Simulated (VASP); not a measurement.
Set up this calculation in VASP 6.6.1, as the native input.

```
Task                   : single point
Functional             : PBE
Potentials or basis    : VASP PAW PBE potentials, release 64 (Nb_sv, N)
Cutoff                 : 520 eV
k mesh                 : 4 × 4 × 6
Occupations            : gaussian, width 0.1 eV
Spin                   : collinear spin, zero start
Starting moments       : [0.0, 0.0, 0.0, 0.0] μB
Dipole correction      : no
Further INCAR settings : ALGO = Normal; EDIFF = 1e-07; NBANDS = 34
```

The structure of Nb3N lies in POSCAR:

```
Nb3N
1.0
    2.7931698400     -2.9888918800      0.0000000000
    2.7931698400      2.9888918800      0.0000000000
    0.0000000000      0.0000000000      3.6039758000
Nb N
3 1
Direct
    0.7075769200      0.2924230800      0.0000000000
    0.2924230800      0.7075769200      0.0000000000
    0.0000000000      0.0000000000      0.5000000000
    0.0000000000      0.0000000000      0.0000000000
```

The cell was generated, and may not be a known phase.

These files were run (other wordings do the same):

INCAR

```
SYSTEM = Nb3N
PREC = Accurate
ENCUT = 520
EDIFF = 1E-7
ISMEAR = 0
SIGMA = 0.1
LREAL = .False.
LASPH = .True.
NELM = 150
ALGO = Normal
ISIF = 2
LWAVE = .False.
LCHARG = .False.
ISPIN = 2
MAGMOM = 0 0 0 0
LORBIT = 11
LMAXMIX = 4
GGA = PE
NBANDS = 34
```

KPOINTS

```
regular mesh
0
Gamma
  4 4 6
  0 0 0
```

Potentials or basis: VASP PAW PBE potentials, release 64 (Nb_sv, N).

The run is started by

```sh
$ cat potpaw_PBE.64/Nb_sv/POTCAR potpaw_PBE.64/N/POTCAR > POTCAR
$ mpirun -np 1 vasp_std > vasp.out
```

It gave:

| Property | Result |
| --- | --- |
| Pressure | 71.0 GPa |
| Largest force | 9.108 eV/Å |
| Band gap on the k mesh | zero (filled and empty bands overlap) |
| Net moment | 0.00 μB per cell |
| Valence electrons inside the program's atomic spheres | Nb 11.23, 11.36 (each value once); N 4.12 |

Caveat: the k points lie up to 0.38 Å⁻¹ apart, too coarse for converged energies and pressures of a metal; forces of over 1 eV/Å act on the atoms, so gaps and moduli don't describe the material at rest.

Wall time 6.4 min on 1 thread of Intel Xeon 8259CL, with other jobs on the host, peak memory 0.23 GiB.
